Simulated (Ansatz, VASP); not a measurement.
## Rh: VASP beside Ansatz

File POSCAR:

```
Rh
1.0
    0.0000000000      1.9001492147      1.9001492147
    1.9001492147      0.0000000000      1.9001492147
    1.9001492147      1.9001492147      0.0000000000
Rh
1
Direct
    0.0000000000      0.0000000000      0.0000000000
```

INCAR.step1

```
PREC = Accurate
ENCUT = 520
ISMEAR = -1
SIGMA = 0.05
LREAL = F
LASPH = T
NELM = 150
ISPIN = 2
MAGMOM = 1
LMAXMIX = 4
NBANDS = 18
GGA = PE
ALGO = Normal
EDIFF = 1E-4
LWAVE = T
LCHARG = F
```

File INCAR.step2:

```
PREC = Accurate
ENCUT = 520
EDIFF = 1E-6
ISMEAR = -1
SIGMA = 0.05
LREAL = F
LASPH = T
NELM = 150
ALGO = Normal
ISIF = 2
LWAVE = F
LCHARG = F
ISPIN = 2
MAGMOM = 1
LORBIT = 11
LMAXMIX = 4
METAGGA = R2SCAN
LMIXTAU = T
NBANDS = 18
ISTART = 1
```

File KPOINTS:

```
regular mesh
0
Gamma
  23 23 23
```

Input for Ansatz:

```yaml
crystal:
  lattice:
    - [0.0, 1.9001492147, 1.9001492147]
    - [1.9001492147, 0.0, 1.9001492147]
    - [1.9001492147, 1.9001492147, 0.0]
  atoms:
    - { symbol: Rh, position: [0.0, 0.0, 0.0], spin: 1.0 }
hamiltonian:
  xc: r2scan
  pseudopotentials:
    kind: paw
    azcp:
      Rh: "pseudopotentials/Rh.paw.azcp"
basis:
  ecutwfc: 500
  fft_grid_basis: typed
kpoints:
  mp_grid: { grid: [23, 23, 23], shift: [0, 0, 0] }
magnetization:
  spin_polarized: true
scf:
  occupations: { method: fermi_dirac, width: 0.05 }
```

Alike in both runs: task single point; functional r2SCAN; k mesh 23 × 23 × 23; occupations fermi-dirac, width 0.05 eV; collinear spin.

```csv
,VASP,Ansatz
version,VASP 6.6.1,Ansatz 0.2.0
potentials or method,"VASP PAW PBE potentials, release 64 (Rh_pv), cutoff 520 eV","plane waves (500 eV) with PAW, scalar-relativistic"
valence electrons in the cell,15,17
```

```tsv
	VASP	Ansatz	Ansatz less VASP
net moment per atom (μB)	0.00	0.00	0.000
```

VASP's potentials were made for PBE, not for r2SCAN. VASP's potentials hold 15 valence electrons a cell and Ansatz's 17, so a difference there can come from the potentials and not from the codes. Ansatz's warnings: seeded moment not kept, stability check not made.
